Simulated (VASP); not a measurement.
# Na (Pm-3n) in VASP: notebook, part 2 of 2

VASP 6.6.1.

## 3. Single point, PBEsol

This run uses another cell than the first one, of 36.64 Å³/atom.

Contents of INCAR:

```
PREC = Accurate ; ENCUT = 520
EDIFF = 1E-7 ; ISMEAR = 0
SIGMA = 0.1 ; LREAL = False
LASPH = True ; NELM = 60
ALGO = Fast ; ISIF = 2
LWAVE = False ; LCHARG = True
GGA = PS ; LELF = True
LVHAR = True ; NBANDS = 38
```

Contents of KPOINTS:

```
Automatic mesh
0
Gamma
  6 6 6
```

Contents of POSCAR:

```
Na
1.0
    6.6429479264      0.0000000000      0.0000000000
    0.0000000000      6.6429479264      0.0000000000
    0.0000000000      0.0000000000      6.6429479264
Na
8
Direct
    0.0000000000      0.0000000000      0.0000000000
    0.5000000000      0.2500000000      0.0000000000
    0.5000000000      0.7500000000      0.0000000000
    0.0000000000      0.5000000000      0.2500000000
    0.2500000000      0.0000000000      0.5000000000
    0.7500000000      0.0000000000      0.5000000000
    0.5000000000      0.5000000000      0.5000000000
    0.0000000000      0.5000000000      0.7500000000
```

Potentials or basis: VASP PAW PBE potentials, release 64 (Na_pv).

Command:

```sh
> cat potpaw_PBE.64/Na_pv/POTCAR > POTCAR
> mpirun -np 1 vasp_std > vasp.out
```

OUTCAR:

```text
PREC = Accurate
   ENCUT = 520
   EDIFF = 1E-7
   ISMEAR = 0
   LREAL = False
   LASPH = True
   NELM = 60
   ISIF = 2
   GGA = PS

 ion  position               nearest neighbor table
   1  0.000  0.000  0.000-
   2  0.500  0.250  0.000-
   3  0.500  0.750  0.000-
   4  0.000  0.500  0.250-
   5  0.250  0.000  0.500-
   6  0.750  0.000  0.500-
   7  0.500  0.500  0.500-
   8  0.000  0.500  0.750-

  LATTYP: Found a simple cubic cell.
 ALAT       =     6.6429479264

  Lattice vectors:

 A1 = (   6.6429479264,   0.0000000000,   0.0000000000)
 A2 = (   0.0000000000,   6.6429479264,   0.0000000000)
 A3 = (   0.0000000000,   0.0000000000,   6.6429479264)

Analysis of symmetry for initial positions (statically):
=====================================================================
 Subroutine PRICEL returns:
 Original cell was already a primitive cell.

 Routine SETGRP: Setting up the symmetry group for a
 simple cubic supercell.

 Subroutine GETGRP returns: Found 48 space group operations
 (whereof 24 operations were pure point group operations)
 out of a pool of 48 trial point group operations.

The static configuration has the point symmetry T_h .
 The point group associated with its full space group is O_h .

Analysis of symmetry for dynamics (positions and initial velocities):
=====================================================================
 Subroutine PRICEL returns:
 Original cell was already a primitive cell.

 Routine SETGRP: Setting up the symmetry group for a
[... 130 lines left out ...]
   EFERMI_NEDOS =   21; number of points for ismear=-14 and -15
   IALGO  =     68    algorithm
   IMIX   =      4    mixing-type and parameters
     AMIX     =   0.40;   BMIX     =  1.00
     AMIX_MAG =   1.60;   BMIX_MAG =  1.00
  volume/ion in A,a.u.               =      36.64       247.28
  Fermi-wavevector in a.u.,A,eV,Ry     =   0.942852  1.781731 12.095158  0.888969
  Thomas-Fermi vector in A             =   2.070502
   LORBIT       =      0    0 simple, 1 ext, 2 COOP (PROOUT), +10 PAW based schemes
   GGA     = PS    functional components
   LHFCALC =     F    Hartree Fock is set to
   AEXX    =    0.0000 exact exchange contribution
   IVDW    =     0    specifies the selected vdW correction
   LEPSILON=     F    determine dielectric tensor
   LRPA    =     F    only Hartree local field effects (RPA)
 non-spin polarized calculation
 RMM-DIIS sequential band-by-band and
 Gauss-broadening in eV      SIGMA  =   0.10
  energy-cutoff  :      520.00
  volume of cell :      293.15
 maximum number of plane-waves:      7925
 NGX is ok and might be reduce to    50
   NGX = 25   NGY = 25   NGZ = 25

 number of electron      55.9999903 magnetization

 Free energy of the ion-electron system (eV)
  ---------------------------------------------------
  ext. energy  EPLUGINS =         0.00000000
  ---------------------------------------------------
  free energy    TOTEN  =       -11.08400734 eV

  energy without entropy =      -11.06120548  energy(sigma->0) =      -11.07260641

 E-fermi :   0.3430     XC(G=0):  -6.5305

 val. band max:        0.2648251562   @ k =   0.5000   0.5000   0.3333
 cond. band min:       0.3528079110   @ k =   0.5000   0.1667   0.1667
 fundamental gap:      0.0879827548
 Fermi energy:         0.3429615085

 k-point     1 :       0.0000    0.0000    0.0000
  band No.  band energies     occupation
      1     -24.5193      2.00000
      2     -24.5193      2.00000
      3     -24.5152      2.00000
      4     -24.4802      2.00000
      5     -24.4802      2.00000
      6     -24.4802      2.00000
[... 809 lines left out ...]
     37       5.7167      0.00000
     38       5.7200      0.00000

------------------------ aborting loop because EDIFF is reached ----------------------------------------

  FORCE on cell =-STRESS in cart. coord.  units (eV):
  Direction    XX          YY          ZZ          XY          YZ          ZX
  --------------------------------------------------------------------------------------
  -------------------------------------------------------------------------------------
  Total       -0.0196462     -0.0196462     -0.0196462      0.0000000     -0.0000000     -0.0000000
  in kB       -0.1073759     -0.1073759     -0.1073759      0.0000000     -0.0000000     -0.0000000
  external PRESSURE =      -0.1073759 kB  Pullay stress =       0.0000000 kB

 VOLUME and BASIS-vectors are now :
 -----------------------------------------------------------------------------
  energy-cutoff  :      520.00
  volume of cell :      293.15
      direct lattice vectors                 reciprocal lattice vectors
     6.642947926  0.000000000  0.000000000     0.150535577  0.000000000  0.000000000
     0.000000000  6.642947926  0.000000000     0.000000000  0.150535577  0.000000000
     0.000000000  0.000000000  6.642947926     0.000000000  0.000000000  0.150535577

 POSITION                                       TOTAL-FORCE (eV/Angst)
 -----------------------------------------------------------------------------------
      0.00000      0.00000      0.00000         0.000000      0.000000     -0.000000
      3.32147      1.66074      0.00000         0.000000     -0.000000     -0.000000
      3.32147      4.98221      0.00000        -0.000000      0.000000      0.000000
      0.00000      3.32147      1.66074        -0.000000     -0.000000     -0.000000
      1.66074      0.00000      3.32147        -0.000000      0.000000     -0.000000
      4.98221      0.00000      3.32147         0.000000     -0.000000     -0.000000
      3.32147      3.32147      3.32147         0.000000      0.000000     -0.000000
      0.00000      3.32147      4.98221         0.000000      0.000000      0.000000
 -----------------------------------------------------------------------------------
    total drift:                                0.000000     -0.000000     -0.000000

  FREE ENERGIE OF THE ION-ELECTRON SYSTEM (eV)
  ---------------------------------------------------
  free  energy   TOTEN  =       -11.0840073420 eV

  energy  without entropy=      -11.0612054833  energy(sigma->0) =      -11.07260641
```

OSZICAR:

```text
N       E                     dE             d eps       ncg     rms          rms(c)
DAV:   1     0.504789319747E+03    0.50479E+03   -0.29372E+04  1752   0.144E+03
DAV:   2     0.236193318854E+02   -0.48117E+03   -0.47561E+03  1534   0.411E+02
DAV:   3    -0.101844128822E+02   -0.33804E+02   -0.33079E+02  1730   0.135E+02
DAV:   4    -0.110838215917E+02   -0.89941E+00   -0.89551E+00  1688   0.205E+01
[... 11 lines left out ...]
RMM:  16    -0.110840162372E+02    0.13624E-04   -0.11813E-05  1831   0.364E-02    0.147E-02
RMM:  17    -0.110840104300E+02    0.58071E-05   -0.62972E-06  1833   0.272E-02    0.902E-03
RMM:  18    -0.110840078430E+02    0.25870E-05   -0.45851E-06  1855   0.232E-02    0.411E-03
RMM:  19    -0.110840073686E+02    0.47443E-06   -0.13907E-06  1880   0.126E-02    0.159E-03
RMM:  20    -0.110840073420E+02    0.26594E-07   -0.24680E-07   870   0.525E-03
   1 F= -.11084007E+02 E0= -.11072606E+02  d E =-.228019E-01
```

stdout:

```text
POSCAR found type information on POSCAR Na
 POSCAR found :  1 types and       8 ions
 scaLAPACK will be used
 -----------------------------------------------------------------------------
|                                                                             |
|                                                                             |
|     You enforced a specific xc type in the INCAR file but a different       |
|     I HOPE YOU KNOW WHAT YOU ARE DOING!                                     |
|                                                                             |
 -----------------------------------------------------------------------------

 LDA part: xc-table for (Slater+PW92), standard interpolation
 POSCAR, INCAR and KPOINTS ok, starting setup
 FFT: planning ... GRIDC
 FFT: planning ... GRID_SOFT
 FFT: planning ... GRID
 WAVECAR not read
 entering main loop
```

Wall time 4.7 min (1 thread of Intel Xeon Platinum 8488C (Sapphire Rapids), shared host); peak memory 0.4 GiB.

Results:

| Quantity | Value |
| --- | --- |
| Free energy | -11.0840 eV |
| Pressure | 0.0 GPa |
| Band gap on the k mesh | zero (bands 28 and 29 overlap by 1.49 eV) |

Caveat: the PAW data sets were made with another functional, which shifts forces and pressure a little.

## 4. Relaxation of cell and atoms, PBEsol

Contents of INCAR:

```
SYSTEM = Na
ALGO = Fast
EDIFF = 1E-6
EDIFFG = -0.01
ENCUT = 600
GGA = PS
IBRION = 2
ISIF = 3
ISMEAR = 0
LASPH = .TRUE.
LCHARG = .FALSE.
LREAL = .FALSE.
LWAVE = .FALSE.
NELM = 100
NSW = 100
PREC = Accurate
SIGMA = 0.1
```

Contents of KPOINTS:

```
k-points
0
G
  6 6 6
  0 0 0
```

Changes to POSCAR since step 3:

```diff
@@ -2,5 +2,5 @@
 1.0
-    6.6429479264      0.0000000000      0.0000000000
-    0.0000000000      6.6429479264      0.0000000000
-    0.0000000000      0.0000000000      6.6429479264
+    6.6966880000      0.0000000000      0.0000000000
+    0.0000000000      6.6966880000      0.0000000000
+    0.0000000000      0.0000000000      6.6966880000
 Na
```

Command:

```sh
> cat potpaw_PBE.64/Na_pv/POTCAR > POTCAR
> mpirun -np 1 vasp_std > vasp.out
```

It took 7.1 min on 1 thread of Intel Xeon Platinum 8488C (Sapphire Rapids), shared host; peak memory 0.49 GiB.

It converged, with:

```
Free energy                           : -11.0852 eV
Relaxed volume                        : 36.73 Å³/atom
Relaxed cell                          : a = 6.648 Å, b = 6.648 Å, c = 6.648 Å, α = 90.00°, β = 90.00°, γ = 90.00°
Space group after relaxing (to 0.1 Å) : Pm-3n (No. 223)
Energy gained by relaxing             : 0.5 meV/atom
Ionic steps                           : 3
Pressure after relaxing               : 0.0 GPa
Band gap on the k mesh                : zero (bands 28 and 29 overlap by 1.49 eV)
```

Step by step:
| step | energy change (eV) | largest force (eV/Å) | pressure (GPa) | volume (Å³) |
| --- | --- | --- | --- | --- |
| 1 | 0.0000 | 0.0000 | -0.16 | 300.32 |
| 2 | -0.0017 | 0.0000 | -0.16 | 298.69 |
| 3 | -0.0043 | 0.0000 | -0.02 | 293.85 |

Final structure:
```
CELL_PARAMETERS angstrom
6.64824 0.00000 0.00000
0.00000 6.64824 0.00000
0.00000 0.00000 6.64824
ATOMIC_POSITIONS crystal
Na 0.00000 0.00000 0.00000
Na 0.50000 0.25000 0.00000
Na 0.50000 0.75000 0.00000
Na 0.00000 0.50000 0.25000
Na 0.25000 0.00000 0.50000
Na 0.75000 0.00000 0.50000
Na 0.50000 0.50000 0.50000
Na 0.00000 0.50000 0.75000
```

Levels at points of the mesh, in eV from the Fermi level:
```
           k point  band 24  band 25  band 26  band 27  band 28  band 29  band 30  band 31  band 32  band 33
(0.00, 0.00, 0.00)   -24.80    -3.30     0.06     0.06     0.06     0.14     0.14     0.15     3.02     3.02
(0.50, 0.00, 0.00)   -24.80    -2.43    -2.43     0.77     0.77     0.85     0.85     0.97     0.97     1.13
(0.50, 0.50, 0.00)   -24.80    -1.57    -1.57    -1.57    -1.57     1.43     1.54     1.54     1.56     1.92
(0.50, 0.50, 0.50)   -24.80    -0.73    -0.73    -0.73    -0.73    -0.73    -0.73    -0.72    -0.72     5.36
```

Caveat: the PAW data sets were made with another functional, which shifts forces and pressure a little.

## 5. Overview

```tsv
task	cell	k mesh	cutoff (eV)	gap on the mesh (eV)	pressure (GPa)
single point	a = 6.697 Å, 8 atoms	4 × 4 × 4	520	none	-1.0
single point	a = 6.643 Å, 8 atoms	6 × 6 × 6	520	none	0.0
relaxation of cell and atoms	relaxed from a = 6.697 Å, 8 atoms	6 × 6 × 6	600	none	0.0
```

Alike in all rows: level PBEsol; potentials or basis VASP PAW PBE potentials, release 64 (Na_pv); no spin polarisation; smearing gaussian 0.1 eV.

Caveats: the PAW data sets were made with another functional, which shifts forces and pressure a little.

Absolute energies hang on the potentials; compare differences alone.
